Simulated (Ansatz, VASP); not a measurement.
## ZrO2 in VASP and in Ansatz

The input INCAR:

```
  PREC = Accurate
  ENCUT = 520
  EDIFF = 1E-7
  ISMEAR = -1
  SIGMA = 0.02
  LREAL = F
  LASPH = T
  NELM = 120
  ALGO = Normal
  ISIF = 2
  LWAVE = F
  LCHARG = F
  GGA = PE
  IBRION = 2
  NSW = 80
  EDIFFG = -0.02
  GGA_COMPAT = F
  NELMIN = 4
```

KPOINTS

```
Automatic mesh
0
Gamma
  8 8 6
```

Contents of POSCAR:

```
ZrO2
1.0
    3.5474980962      0.0000000000      0.0000000000
    0.0000000000      3.5474980962      0.0000000000
    0.0000000000      0.0000000000      5.1070319635
Zr O
2 4
Direct
    0.0000000000      0.0000000000      0.0000000000
    0.5000000000      0.5000000000      0.5000000000
    0.0000000000      0.5000000000      0.2011906784
    0.0000000000      0.5000000000      0.7011906784
    0.5000000000      0.0000000000      0.2988093216
    0.5000000000      0.0000000000      0.7988093216
```

Input for Ansatz:

```yaml
crystal:
  lattice:
    - [3.5474980962, 0.0, 0.0]
    - [0.0, 3.5474980962, 0.0]
    - [0.0, 0.0, 5.1070319635]
  atoms:
    - { symbol: Zr, position: [0.0, 0.0, 0.0] }
    - { symbol: Zr, position: [0.5, 0.5, 0.5] }
    - { symbol: O, position: [0.0, 0.5, 0.2011906784] }
    - { symbol: O, position: [0.0, 0.5, 0.7011906784] }
    - { symbol: O, position: [0.5, 0.0, 0.2988093216] }
    - { symbol: O, position: [0.5, 0.0, 0.7988093216] }
kpoints:
  mp_grid: { grid: [8, 8, 6] }
scf:
  occupations: { method: fermi_dirac, width: 0.02 }
hamiltonian:
  xc: pbe
  pseudopotentials: { kind: paw, frozen_core: stored }
output:
  forces: true
  stress: true
  populations: true
  efg: { quadrupole_moments_barn: { Zr: -0.176, O: -0.02558 } }
  write_density: true
  write_potential: true
  elf: true
  volumetric_format: npy
relax:
  f_tol: 0.02
  max_steps: 60
```

Change from the starting cell: volume scaled by 0.96, ions relaxed.

Alike in both runs: task relaxation of the atoms; functional PBE; k mesh 8 × 8 × 6; occupations fermi-dirac, width 0.02 eV; no spin polarisation.

|  | VASP | Ansatz |
| --- | --- | --- |
| version | VASP 6.6.1 | Ansatz 0.2.0 |
| potentials or method | VASP PAW PBE potentials, release 64 (Zr_sv, O) | plane-wave PAW, scalar-relativistic |
| plane-wave cutoff (eV) | 520 | 420 |
| valence electrons in the cell | 48 | 48 |

Ansatz gave:

* gap on the k mesh at the Fermi level, each at its own relaxed structure (eV): 4.07

Task: Which values does VASP return?

Result: gap on the k mesh at the Fermi level, each at its own relaxed structure (eV): 4.05.

Ansatz's warnings: stress scf threshold loose.
